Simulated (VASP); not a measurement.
Input of a VASP 6.6.1 run:

File INCAR:

```
PREC     = Accurate       # precision mode
ENCUT    = 520            # plane-wave cutoff, eV
EDIFF    = 1E-7           # SCF threshold, eV
ISMEAR   = 0              # smearing method
SIGMA    = 0.1            # smearing width, eV
LREAL    = False          # projectors in reciprocal space
LASPH    = True           # aspherical terms in the spheres
NELM     = 80             # most SCF steps
ALGO     = Fast           # electronic algorithm
ISIF     = 2              # what is computed and relaxed
LWAVE    = False          # write WAVECAR
LCHARG   = False          # write CHGCAR
GGA      = PE             # functional
NBANDS   = 12             # bands
```

KPOINTS

```
regular mesh
0
Gamma
  6 6 6
```

File POSCAR:

```
BO
1.0
    1.3290808100      0.7673451600      2.2462279400
   -1.3290808100      0.7673451600      2.2462279400
    0.0000000000     -1.5346903200      2.2462279400
B O
1 1
Direct
    0.2421703400      0.2421703400      0.2421703400
    0.0000000000      0.0000000000      0.0000000000
```

Potentials or basis: VASP PAW PBE potentials, release 64 (B, O).

Command:

```sh
$ cat potpaw_PBE.64/B/POTCAR potpaw_PBE.64/O/POTCAR > POTCAR
$ mpirun -np 1 vasp_std > vasp.out
```

Task: Predict the pressure.

Result: 20.0 GPa.

Task: Estimate the band gap on the k mesh.

Result: Zero (an odd number of electrons rules out a gap without spin polarisation).

Task: Predict the largest force.

Result: 0.061 eV/Å.

Forces in eV/Å, atoms in the order of the input:
```
B    0.000  0.000  0.061
O    0.000  0.000 -0.061
```

Caveat: the k points lie up to 0.48 Å⁻¹ apart, too coarse for converged energies and pressures of a metal; an odd number of electrons without spin polarisation forces a metal; a magnetic or distorted state may lie lower.
